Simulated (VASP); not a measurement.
# SnO (Romarchite) (P4/nmm) in VASP: a series of runs

SnO (Romarchite) is run at these levels: PBE; tasks: single point.

All numbers are computed with VASP 6.6.1; they aren't measurements. Logs are shortened: lines on timing, memory, paths and dates and some standing lists are left out, and cuts for length are marked.

## 1. The cell of the first run

Symmetry: P4/nmm, No. 129, tetragonal system. Conventional cell: a = 3.763 Å, b = 3.763 Å, c = 4.435 Å, α = 90.00°, β = 90.00°, γ = 90.00°. Within 2.9 Å of Sn (site symmetry 4mm) lie 4 O at 2.21 Å. O (site symmetry -4m2) has 4 Sn at 2.21 Å and 4 O at 2.66 Å within 2.9 Å.

## 2. Single point, PBE

Input file INCAR:

```
SYSTEM = SnO
  PREC = Accurate
  ENCUT = 520
  EDIFF = 1E-6
  ISMEAR = -1
  SIGMA = 0.1
  LREAL = .False.
  LASPH = .True.
  NELM = 60
  ALGO = Normal
  ISIF = 2
  LWAVE = .False.
  LCHARG = .False.
  GGA = PE
  NBANDS = 28
```

Input file KPOINTS:

```
Automatic mesh
0
Gamma
  6 6 6
  0 0 0
```

Input file POSCAR:

```
SnO
1.0
    3.7632874833      0.0000000000      0.0000000000
    0.0000000000      3.7632874833      0.0000000000
    0.0000000000      0.0000000000      4.4354114466
Sn O
2 2
Direct
    0.5000000000      0.0000000000      0.2620923668
    0.0000000000      0.5000000000      0.7379076332
    0.0000000000      0.0000000000      0.0000000000
    0.5000000000      0.5000000000      0.0000000000
```

Potentials or basis: VASP PAW PBE potentials, release 64 (Sn_d, O).

Run with:

```console
$ cat potpaw_PBE.64/Sn_d/POTCAR potpaw_PBE.64/O/POTCAR > POTCAR
$ mpirun -np 1 vasp_std > vasp.out
```

OUTCAR:

```text
SYSTEM = SnO
   PREC = Accurate
   ENCUT = 520
   EDIFF = 1E-6
   ISMEAR = -1
   LREAL = .False.
   LASPH = .True.
   NELM = 60
   ISIF = 2
   GGA = PE

 ion  position               nearest neighbor table
   1  0.500  0.000  0.262-   3 2.21   4 2.21   4 2.21   3 2.21   2 3.40   2 3.40   2 3.40   2 3.40
                             2 3.53   2 3.53   2 3.53   2 3.53
   2  0.000  0.500  0.738-   3 2.21   4 2.21   3 2.21   4 2.21   1 3.40   1 3.40   1 3.40   1 3.40
                             1 3.53   1 3.53   1 3.53   1 3.53
   3  0.000  0.000  0.000-   1 2.21   2 2.21   2 2.21   1 2.21
   4  0.500  0.500  0.000-   1 2.21   2 2.21   1 2.21   2 2.21

  LATTYP: Found a simple tetragonal cell.
 ALAT       =     3.7632874833
 C/A-ratio  =     1.1786002176

  Lattice vectors:

 A1 = (   3.7632874833,   0.0000000000,   0.0000000000)
 A2 = (   0.0000000000,   3.7632874833,   0.0000000000)
 A3 = (   0.0000000000,   0.0000000000,   4.4354114466)

Analysis of symmetry for initial positions (statically):
=====================================================================
 Subroutine PRICEL returns:
 Original cell was already a primitive cell.

 Routine SETGRP: Setting up the symmetry group for a
 simple tetragonal supercell.

 Subroutine GETGRP returns: Found 16 space group operations
 (whereof  8 operations were pure point group operations)
 out of a pool of 16 trial point group operations.

The static configuration has the point symmetry D_2d.
 The point group associated with its full space group is D_4h.

Analysis of symmetry for dynamics (positions and initial velocities):
=====================================================================
 Subroutine PRICEL returns:
 Original cell was already a primitive cell.

 Routine SETGRP: Setting up the symmetry group for a
 simple tetragonal supercell.

 Subroutine GETGRP returns: Found 16 space group operations
 (whereof  8 operations were pure point group operations)
 out of a pool of 16 trial point group operations.

The dynamic configuration has the point symmetry D_2d.
 The point group associated with its full space group is D_4h.

 Subroutine INISYM returns: Found 16 space group operations
 (whereof  8 operations are pure point group operations),
 and found     1 'primitive' translations

----------------------------------------------------------------------------------------

                                     Primitive cell

  volume of cell :      62.8158

  direct lattice vectors                    reciprocal lattice vectors
[... 91 lines left out ...]
   EDIFF  = 0.1E-05   stopping-criterion for ELM
   LREAL  =      F    real-space projection
   EDIFFG = 0.1E-04   stopping-criterion for IOM
   NSW    =      0    number of steps for IOM
   IBRION =     -1    ionic relax: 0-MD 1-quasi-New 2-CG
   NFREE  =      0    steps in history (QN), initial steepest desc. (CG)
   ISIF   =      2    stress and relaxation
   ISYM   =      2    0-nonsym 1-usesym 2-fastsym
   POTIM  = 0.5000    time-step for ionic-motion
   TEBEG  =    0.0;   TEEND  =   0.0 temperature during run
   PSTRESS=    0.0 pullay stress
   NELECT =      40.0000    total number of electrons
   NUPDOWN=      -1.0000    fix difference up-down
   EMIN   =  10.00;   EMAX   =-10.00  energy-range for DOS
   EFERMI =   0.00;   METHOD = LEGACY
   ISMEAR =    -1;   SIGMA  =   0.10  broadening in eV -4-tet -1-fermi 0-gaus
   EFERMI_NEDOS =   21; number of points for ismear=-14 and -15
   IALGO  =     38    algorithm
   IMIX   =      4    mixing-type and parameters
     AMIX     =   0.40;   BMIX     =  1.00
     AMIX_MAG =   1.60;   BMIX_MAG =  1.00
  volume/ion in A,a.u.               =      15.70       105.98
  Fermi-wavevector in a.u.,A,eV,Ry     =   1.408441  2.661567 26.989951  1.983705
  Thomas-Fermi vector in A             =   2.530598
   LORBIT       =      0    0 simple, 1 ext, 2 COOP (PROOUT), +10 PAW based schemes
   GGA     = PE    functional components
   LHFCALC =     F    Hartree Fock is set to
   AEXX    =    0.0000 exact exchange contribution
   IVDW    =     0    specifies the selected vdW correction
   LEPSILON=     F    determine dielectric tensor
   LRPA    =     F    only Hartree local field effects (RPA)
 non-spin polarized calculation
  energy-cutoff  :      520.00
  volume of cell :       62.82
 maximum number of plane-waves:      1702
 NGX is ok and might be reduce to    28
   NGX = 13   NGY = 13   NGZ = 17

 number of electron      39.9999998 magnetization

 Free energy of the ion-electron system (eV)
  ---------------------------------------------------
  ext. energy  EPLUGINS =         0.00000000
  ---------------------------------------------------
  free energy    TOTEN  =       -22.47673778 eV

  energy without entropy =      -22.46489959  energy(sigma->0) =      -22.47081869

 E-fermi :   8.5053     XC(G=0): -10.9035

 val. band max:        8.4898992403   @ k =   0.0000   0.0000   0.1667
 cond. band min:       8.5656457894   @ k =   0.0000   0.0000   0.0000
 fundamental gap:      0.0757465491
 Fermi energy:         8.5053394712

 k-point     1 :       0.0000    0.0000    0.0000
  band No.  band energies     occupation
      1     -13.6859      2.00000
      2     -13.2358      2.00000
      3     -13.2358      2.00000
      4     -13.1951      2.00000
      5     -13.1821      2.00000
      6     -13.1782      2.00000
[... 733 lines left out ...]
     27      17.9129      0.00000
     28      17.9129      0.00000

 [... further k-points ...]

------------------------ aborting loop because EDIFF is reached ----------------------------------------

  FORCE on cell =-STRESS in cart. coord.  units (eV):
  Direction    XX          YY          ZZ          XY          YZ          ZX
  --------------------------------------------------------------------------------------
  -------------------------------------------------------------------------------------
  Total        3.2670641      3.2670641      3.2760369      0.0000000      0.0000000      0.0000000
  in kB       83.3296445     83.3296445     83.5585060      0.0000000      0.0000000      0.0000000
  external PRESSURE =      83.4059317 kB  Pullay stress =       0.0000000 kB

 VOLUME and BASIS-vectors are now :
 -----------------------------------------------------------------------------
  energy-cutoff  :      520.00
  volume of cell :       62.82
      direct lattice vectors                 reciprocal lattice vectors
     3.763287483  0.000000000  0.000000000     0.265725115  0.000000000  0.000000000
     0.000000000  3.763287483  0.000000000     0.000000000  0.265725115  0.000000000
     0.000000000  0.000000000  4.435411447     0.000000000  0.000000000  0.225458227

 POSITION                                       TOTAL-FORCE (eV/Angst)
 -----------------------------------------------------------------------------------
      1.88164      0.00000      1.16249         0.000000      0.000000      0.092353
      0.00000      1.88164      3.27292         0.000000     -0.000000     -0.092353
      0.00000      0.00000      0.00000         0.000000     -0.000000      0.000000
      1.88164      1.88164      0.00000         0.000000      0.000000      0.000000
 -----------------------------------------------------------------------------------
    total drift:                                0.000000      0.000000      0.000000

  FREE ENERGIE OF THE ION-ELECTRON SYSTEM (eV)
  ---------------------------------------------------
  free  energy   TOTEN  =       -22.4767377772 eV

  energy  without entropy=      -22.4648995943  energy(sigma->0) =      -22.47081869
```

stdout:

```text
POSCAR found type information on POSCAR SnO
 POSCAR found :  2 types and       4 ions
 scaLAPACK will be used
 LDA part: xc-table for (Slater+PW92), standard interpolation
 POSCAR, INCAR and KPOINTS ok, starting setup
 FFT: planning ... GRIDC
 FFT: planning ... GRID_SOFT
 FFT: planning ... GRID
 WAVECAR not read
 entering main loop
```

Wall time 25 s (1 thread of Intel Xeon 6975P-C (Granite Rapids), shared host); peak memory 0.2 GiB.

Results:

```yaml
Free_energy: -22.4767 eV
Pressure: 8.3 GPa
Largest_force: 0.092 eV/Å
Band_gap_on_the_k_mesh: zero (band 20 reaches 8.57 eV, above the bottom of band 21 at 7.90 eV)
```

Forces in eV/Å, atoms in the order of the input:
```
Sn   0.000  0.000  0.092
Sn   0.000  0.000 -0.092
O    0.000  0.000  0.000
O    0.000  0.000  0.000
```

Levels at points of the mesh, in eV from the Fermi level:
| k point | band 16 | band 17 | band 18 | band 19 | band 20 | band 21 | band 22 | band 23 | band 24 | band 25 |
| --- | --- | --- | --- | --- | --- | --- | --- | --- | --- | --- |
| (0.00, 0.00, 0.00) | -6.53 | -3.62 | -3.25 | -3.25 | 0.06 | 2.69 | 4.17 | 4.17 | 5.66 | 6.45 |
| (0.50, 0.00, 0.00) | -5.16 | -5.02 | -5.02 | -3.07 | -3.07 | 3.76 | 3.76 | 5.73 | 5.73 | 6.95 |
| (0.50, 0.50, 0.00) | -5.23 | -2.58 | -2.58 | -1.97 | -1.97 | -0.61 | -0.61 | 4.66 | 4.66 | 8.46 |
| (0.00, 0.00, 0.50) | -3.76 | -3.27 | -3.27 | -2.29 | -2.24 | 1.85 | 2.25 | 2.25 | 3.32 | 7.92 |
| (0.50, 0.00, 0.50) | -5.80 | -4.93 | -4.93 | -1.82 | -1.82 | 3.14 | 3.14 | 4.99 | 4.99 | 7.19 |
| (0.50, 0.50, 0.50) | -6.09 | -3.24 | -3.24 | -2.59 | -2.59 | 2.11 | 2.11 | 5.01 | 5.01 | 5.95 |

Caveat: spin-orbit coupling is left out, which moves the levels of the heavy elements.

## 3. Single point, PBE

This run uses another cell than the first one, of 16.17 Å³/atom, 1.030 times its volume.

Input file INCAR:

```
PREC = Accurate ; ENCUT = 520
EDIFF = 1E-7 ; ISMEAR = -1
SIGMA = 0.1 ; LREAL = F
LASPH = T ; NELM = 80
ALGO = Normal ; ISIF = 2
LWAVE = F ; LCHARG = T
GGA = PE ; LELF = T
LVHAR = T ; NBANDS = 28
```

Input file KPOINTS:

```
regular mesh
0
Gamma
  6 6 6
```

Input file POSCAR:

```
SnO
1.0
    3.7855884364      0.0000000000      0.0000000000
    0.0000000000      3.7855884364      0.0000000000
    0.0000000000      0.0000000000      4.5137127852
Sn O
2 2
Direct
    0.5000000000      0.0000000000      0.2572477578
    0.0000000000      0.5000000000      0.7427522422
    0.0000000000      0.0000000000      0.0000000000
    0.5000000000      0.5000000000      0.0000000000
```

Potentials or basis: VASP PAW PBE potentials, release 64 (Sn_d, O).

Run with:

```console
$ cat potpaw_PBE.64/Sn_d/POTCAR potpaw_PBE.64/O/POTCAR > POTCAR
$ mpirun -np 1 vasp_std > vasp.out
```

It took 28 s on 1 thread of Intel Xeon 6975P-C (Granite Rapids), shared host; peak memory 0.2 GiB.

Results (log left out):

| Property | Result |
| --- | --- |
| Free energy | -22.5599 eV |
| Pressure | 6.3 GPa |
| Largest force | 0.090 eV/Å |
| Band gap on the k mesh | zero (band 20 reaches 8.15 eV, above the bottom of band 21 at 7.66 eV) |

Forces in eV/Å, atoms in the order of the input:
```
Sn   0.000  0.000  0.090
Sn   0.000  0.000 -0.090
O    0.000  0.000  0.000
O    0.000  0.000  0.000
```

Levels at points of the mesh, in eV from the Fermi level:
| k point | band 16 | band 17 | band 18 | band 19 | band 20 | band 21 | band 22 | band 23 | band 24 | band 25 |
| --- | --- | --- | --- | --- | --- | --- | --- | --- | --- | --- |
| (0.00, 0.00, 0.00) | -6.43 | -3.56 | -3.22 | -3.22 | 0.02 | 2.52 | 4.23 | 4.23 | 5.37 | 6.27 |
| (0.50, 0.00, 0.00) | -5.08 | -4.94 | -4.94 | -2.98 | -2.98 | 3.60 | 3.60 | 5.72 | 5.72 | 6.70 |
| (0.50, 0.50, 0.00) | -5.16 | -2.56 | -2.56 | -1.96 | -1.96 | -0.47 | -0.47 | 4.61 | 4.61 | 8.16 |
| (0.00, 0.00, 0.50) | -3.68 | -3.24 | -3.24 | -2.51 | -2.22 | 1.79 | 2.38 | 2.38 | 3.36 | 7.95 |
| (0.50, 0.00, 0.50) | -5.70 | -4.87 | -4.87 | -1.80 | -1.80 | 2.99 | 2.99 | 5.04 | 5.04 | 7.07 |
| (0.50, 0.50, 0.50) | -5.93 | -3.12 | -3.12 | -2.56 | -2.56 | 2.14 | 2.14 | 4.77 | 4.77 | 5.83 |

Caveat: spin-orbit coupling is left out, which moves the levels of the heavy elements.

(Part 1 of 2 ends here.)
